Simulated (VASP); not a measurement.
# MgBe2SO2 (P4mm) in VASP: a series of runs

Runs on MgBe2SO2. Level: PBE. Tasks: single point, relaxation of cell and atoms.

Everything below comes from runs of VASP 6.6.1. Logs are shortened: lines on timing, memory, paths and dates and some standing lists are left out, and cuts for length are marked.

## (1) The cell of the first run

The structure is tetragonal, space group P4mm (No. 99). The conventional cell has a = 3.109 Å, b = 3.109 Å, c = 7.560 Å, α = 90.00°, β = 90.00°, γ = 90.00°. Within 2.5 Å of Mg (site symmetry 4mm) lie 5 O at 1.88 to 2.34 Å. Be (site symmetry 2mm) has 2 S at 2.02 Å and 4 Be at 2.20 Å and 2 O at 2.24 Å within 2.7 Å. S (site symmetry 4mm) has 4 Be at 2.02 Å within 2.7 Å. Within 2.5 Å of O (site symmetry 4mm) lie 1 Mg at 1.88 Å. Within 3.2 Å of O (site symmetry 4mm) lie 4 Be at 2.24 Å and 4 Mg at 2.34 Å and 1 S at 2.91 Å and 4 O at 3.11 Å.

The cell was built from a structure type or drawn by symmetry, and may not be a known phase.

## (2) Single point, PBE, collinear spin, ferromagnetic start

INCAR reads:

```
SYSTEM = MgBe2SO2
ALGO = Normal
EDIFF = 1E-6
ENCUT = 520
GGA = PE
ISIF = 2
ISMEAR = 0
ISPIN = 2
LASPH = .TRUE.
LCHARG = .TRUE.
LELF = .TRUE.
LORBIT = 11
LREAL = .FALSE.
LVHAR = .TRUE.
LWAVE = .FALSE.
MAGMOM = 0 0 0 0 1 1
NBANDS = 25
NELM = 150
PREC = Accurate
SIGMA = 0.1
```

KPOINTS reads:

```
k-points
0
G
  6 6 4
  0 0 0
```

POSCAR reads:

```
MgBe2SO2
1.0
    3.1093253931      0.0000000000      0.0000000000
    0.0000000000      3.1093253931      0.0000000000
    0.0000000000      0.0000000000      7.5602609013
Mg Be S O
1 2 1 2
Direct
    0.0000000000      0.0000000000      0.3304482184
    0.5000000000      0.0000000000      1.0115613882
    0.0000000000      0.5000000000      1.0115613882
    0.5000000000      0.5000000000      0.8399704764
    0.0000000000      0.0000000000      0.5796698738
    0.5000000000      0.5000000000      0.2253876950
```

Potentials or basis: VASP PAW PBE potentials, release 64 (Mg, Be, S, O).

Command:

```bash
$ cat potpaw_PBE.64/Mg/POTCAR potpaw_PBE.64/Be/POTCAR potpaw_PBE.64/S/POTCAR potpaw_PBE.64/O/POTCAR > POTCAR
$ mpirun -np 1 vasp_std > vasp.out
```

OUTCAR:

```text
SYSTEM = MgBe2SO2
   EDIFF = 1E-6
   ENCUT = 520
   GGA = PE
   ISIF = 2
   ISMEAR = 0
   ISPIN = 2
   LASPH = .TRUE.
   LORBIT = 11
   LREAL = .FALSE.
   NELM = 150
   PREC = Accurate

 ion  position               nearest neighbor table
   1  0.000  0.000  0.330-   5 1.88   6 2.34   6 2.34   6 2.34   6 2.34   2 2.87   2 2.87   3 2.87
                             3 2.87
   2  0.500  0.000  0.012-   4 2.02   4 2.02   3 2.20   3 2.20   3 2.20   3 2.20   1 2.87   1 2.87

   3  0.000  0.500  0.012-   4 2.02   4 2.02   2 2.20   2 2.20   2 2.20   2 2.20   1 2.87   1 2.87

   4  0.500  0.500  0.840-   2 2.02   3 2.02   2 2.02   3 2.02
   5  0.000  0.000  0.580-   1 1.88
   6  0.500  0.500  0.225-   1 2.34   1 2.34   1 2.34   1 2.34

  LATTYP: Found a simple tetragonal cell.
 ALAT       =     3.1093253931
 C/A-ratio  =     2.4314794836

  Lattice vectors:

 A1 = (   3.1093253931,   0.0000000000,   0.0000000000)
 A2 = (   0.0000000000,   3.1093253931,   0.0000000000)
 A3 = (   0.0000000000,   0.0000000000,   7.5602609013)

Analysis of symmetry for initial positions (statically):
=====================================================================
 Subroutine PRICEL returns:
 Original cell was already a primitive cell.

 Routine SETGRP: Setting up the symmetry group for a
 simple tetragonal supercell.

 Subroutine GETGRP returns: Found  8 space group operations
 (whereof  8 operations were pure point group operations)
 out of a pool of 16 trial point group operations.

The static configuration has the point symmetry C_4v.

Analysis of symmetry for dynamics (positions and initial velocities):
=====================================================================
 Subroutine PRICEL returns:
 Original cell was already a primitive cell.

 Routine SETGRP: Setting up the symmetry group for a
 simple tetragonal supercell.

 Subroutine GETGRP returns: Found  8 space group operations
 (whereof  8 operations were pure point group operations)
 out of a pool of 16 trial point group operations.

The dynamic configuration has the point symmetry C_4v.

Analysis of structural, dynamic, and magnetic symmetry:
=====================================================================
 Subroutine PRICEL returns:
 Original cell was already a primitive cell.

 Routine SETGRP: Setting up the symmetry group for a
 simple tetragonal supercell.

 Subroutine GETGRP returns: Found  8 space group operations
 (whereof  8 operations were pure point group operations)
 out of a pool of 16 trial point group operations.

The overall configuration has the point symmetry C_4v.

 Subroutine INISYM returns: Found  8 space group operations
 (whereof  8 operations are pure point group operations),
 and found     1 'primitive' translations

----------------------------------------------------------------------------------------

                                     Primitive cell

  volume of cell :      73.0919

  direct lattice vectors                    reciprocal lattice vectors
     3.109325393  0.000000000  0.000000000     0.321613171  0.000000000  0.000000000
     0.000000000  3.109325393  0.000000000     0.000000000  0.321613171  0.000000000
     0.000000000  0.000000000  7.560260901     0.000000000  0.000000000  0.132270568

  length of vectors
     3.109325393  3.109325393  7.560260901     0.321613171  0.321613171  0.132270568

  position of ions in fractional coordinates (direct lattice)
     0.000000000  0.000000000  0.330448218
     0.500000000  0.000000000  0.011561388
     0.000000000  0.500000000  0.011561388
     0.500000000  0.500000000  0.839970476
     0.000000000  0.000000000  0.579669874
     0.500000000  0.500000000  0.225387695

  ion indices of the primitive-cell ions
   primitive index   ion index
                 1           1
                 2           2
                 3           3
                 4           4
                 5           5
                 6           6

----------------------------------------------------------------------------------------
[... 32 lines left out ...]
  0.333333  0.166667  0.000000      8.000000
[... 16 lines left out ...]
  0.333333  0.000000  0.500000      4.000000
  0.500000  0.000000  0.500000      2.000000
 [... further k-points ...]
   k-points           NKPTS =     30   k-points in BZ     NKDIM =     30   number of bands    NBANDS=     25
   number of dos      NEDOS =    301   number of ions     NIONS =      6
   total plane-waves  NPLWV =  32256
   dimension x,y,z NGX =    24 NGY =   24 NGZ =   56
   dimension x,y,z NGXF=    48 NGYF=   48 NGZF=  112
   ions per type =               1   2   1   2
   NGX,Y,Z   is equivalent  to a cutoff of  12.83, 12.83, 12.31 a.u.
   NGXF,Y,Z  is equivalent  to a cutoff of  25.66, 25.66, 24.63 a.u.
 SYSTEM =  MgBe2SO2
   PREC   = accura    normal or accurate (medium, high low for compatibility)
   ISTART =      0    job   : 0-new  1-cont  2-samecut
   ICHARG =      2    charge: 1-file 2-atom 10-const
   ISPIN  =      2    spin polarized calculation?
   LNONCOLLINEAR =      F non collinear calculations
   LSORBIT =      F    spin-orbit coupling
   LASPH  =      T    aspherical Exc in radial PAW
   ENCUT  =  520.0 eV  38.22 Ry    6.18 a.u.   5.78  5.78 14.06*2*pi/ulx,y,z
   NELM   =    150;   NELMIN=  2; NELMDL= -5     # of ELM steps
   EDIFF  = 0.1E-05   stopping-criterion for ELM
   LREAL  =      F    real-space projection
   EDIFFG = 0.1E-04   stopping-criterion for IOM
   NSW    =      0    number of steps for IOM
   IBRION =     -1    ionic relax: 0-MD 1-quasi-New 2-CG
   NFREE  =      0    steps in history (QN), initial steepest desc. (CG)
   ISIF   =      2    stress and relaxation
   ISYM   =      2    0-nonsym 1-usesym 2-fastsym
   POTIM  = 0.5000    time-step for ionic-motion
   TEBEG  =    0.0;   TEEND  =   0.0 temperature during run
   PSTRESS=    0.0 pullay stress
   NELECT =      24.0000    total number of electrons
   NUPDOWN=      -1.0000    fix difference up-down
   EMIN   =  10.00;   EMAX   =-10.00  energy-range for DOS
   EFERMI =   0.00;   METHOD = LEGACY
   ISMEAR =     0;   SIGMA  =   0.10  broadening in eV -4-tet -1-fermi 0-gaus
   EFERMI_NEDOS =   21; number of points for ismear=-14 and -15
   IALGO  =     38    algorithm
   IMIX   =      4    mixing-type and parameters
     AMIX     =   0.40;   BMIX     =  1.00
     AMIX_MAG =   1.60;   BMIX_MAG =  1.00
  volume/ion in A,a.u.               =      12.18        82.21
  Fermi-wavevector in a.u.,A,eV,Ry     =   1.129420  2.134295 17.355454  1.275590
  Thomas-Fermi vector in A             =   2.266114
   LORBIT       =     11    0 simple, 1 ext, 2 COOP (PROOUT), +10 PAW based schemes
   GGA     = PE    functional components
   LHFCALC =     F    Hartree Fock is set to
   AEXX    =    0.0000 exact exchange contribution
   IVDW    =     0    specifies the selected vdW correction
   LEPSILON=     F    determine dielectric tensor
   LRPA    =     F    only Hartree local field effects (RPA)
 spin polarized calculation
 Gauss-broadening in eV      SIGMA  =   0.10
  energy-cutoff  :      520.00
  volume of cell :       73.09
 maximum number of plane-waves:      2016
 NGX is ok and might be reduce to    24
   NGX = 11   NGY = 11   NGZ = 29

 number of electron      24.0000003 magnetization       0.7926521

 Free energy of the ion-electron system (eV)
  ---------------------------------------------------
  ext. energy  EPLUGINS =         0.00000000
  ---------------------------------------------------
  free energy    TOTEN  =       -26.57554227 eV

  energy without entropy =      -26.56664613  energy(sigma->0) =      -26.57109420

 E-fermi :   3.5001     XC(G=0):  -9.7564

 val. band max:        3.4640207303   @ k =   0.1667   0.0000   0.5000
 cond. band min:       3.5067909307   @ k =   0.1667   0.1667   0.2500
 fundamental gap:      0.0427702004
 Fermi energy:         3.5001452966

 spin component 1

 k-point     1 :       0.0000    0.0000    0.0000
  band No.  band energies     occupation
      1     -15.3176      1.00000
      2     -13.4169      1.00000
      3     -10.9509      1.00000
      4      -2.8777      1.00000
      5      -0.3282      1.00000
      6      -0.2520      1.00000
[... 637 lines left out ...]
     23      15.9541      0.00000
     24      16.1728      0.00000

 [... further k-points ...]

 spin component 2

 k-point     1 :       0.0000    0.0000    0.0000
  band No.  band energies     occupation
      1     -15.3726      1.00000
      2     -12.0547      1.00000
      3     -10.8741      1.00000
      4      -2.9248      1.00000
      5      -0.3011      1.00000
      6      -0.3011      1.00000
[... 637 lines left out ...]
     23      15.9193      0.00000
     24      16.1000      0.00000

 [... further k-points ...]

 [bands above 24 left out]

------------------------ aborting loop because EDIFF is reached ----------------------------------------

  FORCE on cell =-STRESS in cart. coord.  units (eV):
  Direction    XX          YY          ZZ          XY          YZ          ZX
  --------------------------------------------------------------------------------------
  -------------------------------------------------------------------------------------
  Total       -0.0907733     -0.0907733      0.0086111      0.0000000      0.0000000      0.0000000
  in kB       -1.9897544     -1.9897544      0.1887559      0.0000000      0.0000000      0.0000000
  external PRESSURE =      -1.2635843 kB  Pullay stress =       0.0000000 kB

 VOLUME and BASIS-vectors are now :
 -----------------------------------------------------------------------------
  energy-cutoff  :      520.00
  volume of cell :       73.09
      direct lattice vectors                 reciprocal lattice vectors
     3.109325393  0.000000000  0.000000000     0.321613171  0.000000000  0.000000000
     0.000000000  3.109325393  0.000000000     0.000000000  0.321613171  0.000000000
     0.000000000  0.000000000  7.560260901     0.000000000  0.000000000  0.132270568

 POSITION                                       TOTAL-FORCE (eV/Angst)
 -----------------------------------------------------------------------------------
      0.00000      0.00000      2.49827        -0.000000      0.000000     -0.049293
      1.55466      0.00000      0.08741        -0.000000      0.000000      0.007389
      0.00000      1.55466      0.08741        -0.000000      0.000000      0.007389
      1.55466      1.55466      6.35040        -0.000000     -0.000000      0.003858
      0.00000      0.00000      4.38246         0.000000      0.000000      0.003487
      1.55466      1.55466      1.70399        -0.000000     -0.000000      0.027170
 -----------------------------------------------------------------------------------
    total drift:                                0.000000     -0.000000      0.000505

  FREE ENERGIE OF THE ION-ELECTRON SYSTEM (eV)
  ---------------------------------------------------
  free  energy   TOTEN  =       -26.5755422705 eV

  energy  without entropy=      -26.5666461310  energy(sigma->0) =      -26.57109420

 total charge

# of ion       s       p       d       tot
------------------------------------------
    1        0.155   0.143   0.053   0.352
    2        0.403   0.701   0.000   1.104
    3        0.403   0.701   0.000   1.104
    4        1.372   2.387   0.000   3.759
    5        1.597   3.194   0.000   4.791
    6        1.572   3.351   0.000   4.923
--------------------------------------------------
tot          5.502  10.477   0.053  16.033

 magnetization (x)

# of ion       s       p       d       tot
------------------------------------------
    1       -0.006  -0.004   0.001  -0.009
    2       -0.005  -0.009   0.000  -0.014
    3       -0.005  -0.009   0.000  -0.014
    4        0.002  -0.005   0.000  -0.004
    5        0.009   0.756   0.000   0.765
    6       -0.005  -0.027   0.000  -0.032
--------------------------------------------------
tot         -0.010   0.701   0.001   0.692
```

Run time: 80 s. Hardware: 1 thread of AMD EPYC 9R45 (Zen 5), shared host; peak memory 0.22 GiB.

What came out:

| Property | Result |
| --- | --- |
| Free energy | -26.5755 eV |
| Pressure | -0.1 GPa |
| Largest force | 0.049 eV/Å |
| Net moment | 0.79 μB per cell |
| Site moments | Mg -0.01; Be -0.01; S -0.00; O +0.77, -0.03 μB |
| Valence electrons inside the program's atomic spheres | Mg 0.35; Be 1.10; S 3.76; O 4.79, 4.92 |

Forces on the atoms (eV/Å):
```
Mg   0.000  0.000 -0.049
Be   0.000  0.000  0.007
Be   0.000  0.000  0.007
S    0.000  0.000  0.004
O    0.000  0.000  0.003
O    0.000  0.000  0.027
```

Stress tensor (GPa, compression positive):
```
-0.20  0.00  0.00
 0.00 -0.20  0.00
 0.00  0.00  0.02
```

## (3) Relaxation of cell and atoms, PBE, collinear spin, ferromagnetic start

This run uses another cell than the first one, of 10.31 Å³/atom.

INCAR reads:

```
SYSTEM = MgBe2SO2
PREC     = Accurate       ! precision mode
ENCUT    = 600            ! plane-wave cutoff, eV
EDIFF    = 1E-6           ! SCF threshold, eV
ISMEAR   = 0              ! smearing method
SIGMA    = 0.1            ! smearing width, eV
LREAL    = .FALSE.        ! projectors in reciprocal space
LASPH    = .TRUE.         ! aspherical terms in the spheres
NELM     = 150            ! most SCF steps
ALGO     = Normal         ! electronic algorithm
ISIF     = 3              ! what is computed and relaxed
LWAVE    = .FALSE.        ! write WAVECAR
LCHARG   = .FALSE.        ! write CHGCAR
ISPIN    = 2              ! spin polarisation
MAGMOM   = 0 0 0 0 1 1    ! initial moments
LORBIT   = 11             ! projections on sites
GGA      = PE             ! functional
IBRION   = 2              ! ionic algorithm
NSW      = 90             ! ionic steps
EDIFFG   = -0.04          ! ionic threshold
```

KPOINTS reads:

```
regular mesh
0
G
  6 6 4
  0 0 0
```

POSCAR reads:

```
MgBe2SO2
1.0
    3.3070196300      0.0000000000      0.0000000000
    0.0000000000      3.3070196300      0.0000000000
    0.0000000000      0.0000000000      5.6542690600
Mg Be S O
1 2 1 2
Direct
    0.0000000000      0.0000000000      0.1747010100
    0.5000000000      0.0000000000      0.9940500300
    0.0000000000      0.5000000000      0.9940500300
    0.5000000000      0.5000000000      0.8326429700
    0.0000000000      0.0000000000      0.6321269900
    0.5000000000      0.5000000000      0.3710280100
```

Potentials or basis: VASP PAW PBE potentials, release 64 (Mg, Be, S, O).

Command:

```bash
$ cat potpaw_PBE.64/Mg/POTCAR potpaw_PBE.64/Be/POTCAR potpaw_PBE.64/S/POTCAR potpaw_PBE.64/O/POTCAR > POTCAR
$ mpirun -np 1 vasp_std > vasp.out
```

It took 23 min on 1 thread of AMD EPYC 9R45 (Zen 5), shared host; peak memory 0.25 GiB.

The run converged. Its results:

* Free energy: -26.5029 eV
* Relaxed volume: 11.80 Å³/atom
* Relaxed cell: a = 3.116 Å, b = 3.116 Å, c = 7.290 Å, α = 90.00°, β = 90.00°, γ = 90.00°
* Space group after relaxing (to 0.1 Å): P4mm (No. 99)
* Energy gained by relaxing: 1700.2 meV/atom
* Ionic steps: 37
* Pressure after relaxing: 0.0 GPa
* Largest force after relaxing: 0.040 eV/Å
* Net moment: -0.78 μB per cell
* Site moments: Mg +0.01; Be +0.01; S -0.01; O -0.71, +0.03 μB
* Valence electrons inside the program's atomic spheres: Mg 0.36; Be 1.11; S 3.75; O 4.82, 4.93

Forces in eV/Å, atoms in the order of the input:
```
Mg   0.000  0.000 -0.036
Be   0.000  0.000 -0.015
Be   0.000  0.000 -0.015
S    0.000  0.000  0.004
O    0.000  0.000  0.023
O    0.000  0.000  0.040
```

Stress tensor (GPa, compression positive):
```
-0.11  0.00  0.00
 0.00 -0.11  0.00
 0.00  0.00  0.28
```

The path:
| step | energy change (eV) | largest force (eV/Å) | pressure (GPa) | volume (Å³) |
| --- | --- | --- | --- | --- |
| 1 | 0.0000 | 13.5177 | 33.52 | 61.84 |
| 2 | -7.1961 | 3.1090 | -9.97 | 83.17 |
| 3 | -7.2406 | 2.5564 | -10.96 | 84.92 |
| 4 | -8.2363 | 2.3432 | -2.86 | 75.53 |
| 5 | -8.3005 | 3.6168 | 1.13 | 72.97 |
| 6 | -8.8697 | 1.2943 | 5.15 | 68.74 |
| 7 | -8.9206 | 1.2048 | 7.76 | 67.12 |
| 8 | -9.1203 | 0.8836 | 0.54 | 70.23 |
| 9 | -9.1310 | 0.8491 | -1.22 | 71.16 |
| 10 | -9.2134 | 0.8276 | -1.60 | 71.32 |
| 11 | -9.4371 | 1.0447 | -2.61 | 71.77 |
| 12 | -9.4284 | 4.7784 | -1.32 | 72.57 |
| 13 | -9.5429 | 2.2825 | -2.74 | 72.12 |
| 14 | -9.5802 | 2.2774 | -2.77 | 72.04 |
| 15 | -9.6814 | 2.2497 | -2.73 | 71.81 |
| 16 | -9.8222 | 2.1575 | -2.30 | 71.31 |
| 17 | -9.7966 | 1.8465 | 0.38 | 70.17 |
| 18 | -9.8660 | 2.0699 | -1.41 | 70.87 |
| 19 | -9.9274 | 1.4482 | -1.61 | 70.64 |
| 20 | -9.9980 | 1.1774 | -1.49 | 69.95 |
| 21 | -10.0325 | 0.9914 | -0.49 | 69.42 |
| 22 | -10.0758 | 0.6854 | 2.85 | 67.82 |
| 23 | -10.1066 | 0.4334 | 2.36 | 67.94 |
| 24 | -10.1471 | 0.2288 | 1.06 | 68.30 |
| 25 | -10.1566 | 0.2748 | 0.57 | 68.65 |
| 26 | -10.1697 | 0.4334 | -0.83 | 69.68 |
| 27 | -10.1774 | 0.3417 | -0.53 | 69.73 |
| 28 | -10.1850 | 0.1822 | 0.13 | 69.84 |
| 29 | -10.1853 | 0.2140 | 0.28 | 69.87 |
| 30 | -10.1886 | 0.1769 | 0.16 | 70.01 |
| 31 | -10.1946 | 0.2350 | -0.17 | 70.42 |
| 32 | -10.1890 | 0.4213 | -0.76 | 71.25 |
| 33 | -10.1955 | 0.2746 | -0.33 | 70.63 |
| 34 | -10.1993 | 0.1135 | -0.05 | 70.62 |
| 35 | -10.1998 | 0.0932 | 0.11 | 70.61 |
| 36 | -10.2006 | 0.0698 | 0.07 | 70.69 |
| 37 | -10.2009 | 0.0397 | 0.02 | 70.79 |

Final structure:
```
CELL_PARAMETERS angstrom
3.11619 0.00000 0.00000
0.00000 3.11619 0.00000
0.00000 0.00000 7.28950
ATOMIC_POSITIONS crystal
Mg 0.00000 0.00000 0.33374
Be 0.50000 0.00000 0.00776
Be 0.00000 0.50000 0.00776
S 0.50000 0.50000 0.83071
O 0.00000 0.00000 0.59087
O 0.50000 0.50000 0.22777
```

Levels at points of the mesh, in eV from the Fermi level:
Spin up:
```csv
k point,band 7,band 8,band 9,band 10,band 11,band 12,band 13,band 14,band 15,band 16
"(0.00, 0.00, 0.00)",-3.64,-2.03,-2.03,-1.03,-0.82,0.40,0.40,4.61,5.03,5.55
"(0.50, 0.00, 0.00)",-3.39,-2.60,-1.36,-1.05,-0.77,0.07,0.54,3.43,5.09,6.18
"(0.50, 0.50, 0.00)",-5.10,-4.86,-3.37,-1.86,-1.37,-0.99,-0.99,4.45,4.45,4.73
"(0.00, 0.00, 0.50)",-3.07,-2.25,-2.07,-2.07,0.10,0.45,0.45,3.94,5.02,5.51
"(0.50, 0.00, 0.50)",-3.39,-3.28,-1.76,-1.06,-0.11,0.44,0.54,3.20,5.09,6.43
"(0.50, 0.50, 0.50)",-5.17,-4.78,-3.45,-2.01,-1.18,-0.89,-0.89,4.19,4.19,4.32
```
Spin down:
```csv
k point,band 10,band 11,band 12,band 13,band 14,band 15
"(0.00, 0.00, 0.00)",-1.28,-1.16,-1.16,-0.86,4.56,5.04
"(0.50, 0.00, 0.00)",-1.63,-1.18,-1.06,0.13,3.37,5.15
"(0.50, 0.50, 0.00)",-2.33,-2.33,-1.90,-1.85,4.46,4.46
"(0.00, 0.00, 0.50)",-2.21,-1.08,-1.08,-0.04,3.94,5.02
"(0.50, 0.00, 0.50)",-1.18,-1.06,-1.01,0.43,3.28,5.15
"(0.50, 0.50, 0.50)",-2.24,-2.24,-2.01,-1.70,4.26,4.26
```

Caveat: a cell axis changed by over 15 % at a fixed basis, so the end point is rough.
